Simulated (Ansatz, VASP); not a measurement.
# Two plane-wave programs on AgCl

```
Ag Cl
1.0
     3.53000    0.00000    0.00000
     0.00000    4.01100    0.00000
    -0.97255    0.00000    5.15201
Ag Cl
2 2
Direct
  0.15700 0.25000 0.21000
  0.84300 0.75000 0.79000
  0.30800 0.25000 0.70500
  0.69200 0.75000 0.29500
```

Alike in both runs: task single point; functional PBEsol; k mesh 8 × 8 × 6; no spin polarisation.

|  | VASP | Ansatz |
| --- | --- | --- |
| version | VASP 6.6.1 | Ansatz 0.2.0 |
| potentials or method | VASP PAW PBE potentials, release 64 (Ag, Cl), cutoff 520 eV | plane waves, PAW |
| occupations | gaussian, width 0.01 eV | fixed |
| valence electrons in the cell | 36 | 52 |

Ansatz gave:

* pressure (GPa): 4.7
* traceless stress, the component that is largest in VASP (GPa): -0.94

Question: What did VASP give for the same quantities?

Answer: Pressure (GPa): 4.6; traceless stress, the component that is largest in VASP (GPa): -0.94.

VASP's potentials were made for PBE, not for PBEsol. VASP's potentials hold 36 valence electrons a cell and Ansatz's 52, so a difference there can come from the potentials and not from the codes.
